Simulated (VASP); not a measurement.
Pt, 2 atoms in the cell. The typed cell holds 2 atoms: a = 2.761 Å, b = 2.761 Å, c = 4.792 Å, α = 90.00°, β = 90.00°, γ = 120.00°.  This cell differs from its parent crystal: one atom moved.

```yaml
Program: VASP 6.6.1
Task: single point
Functional: PBEsol
Potentials_or_basis: VASP PAW PBE potentials, release 64 (Pt)
Cutoff: 520 eV
k_mesh: 15 × 15 × 8
Occupations: gaussian, width 0.1 eV
Spin: no spin polarisation
Dipole_correction: no
Further_INCAR_settings: ALGO = Fast; EDIFF = 1e-07; NBANDS = 17
```

Potentials or basis: VASP PAW PBE potentials, release 64 (Pt).

The run is started by

```bash
$ cat potpaw_PBE.64/Pt/POTCAR > POTCAR
$ mpirun -np 1 vasp_std > vasp.out
```

Hardware: 1 thread of AMD EPYC 9R45 96-Core Processor (Zen 5), on a shared host.

Problem. How long does it take, and how much memory?

Solution. Wall time 3.9 min on 1 thread of AMD EPYC 9R45 96-Core Processor (Zen 5) (shared host), peak memory 0.46 GiB. Counts: scf iterations 14, k points 901.
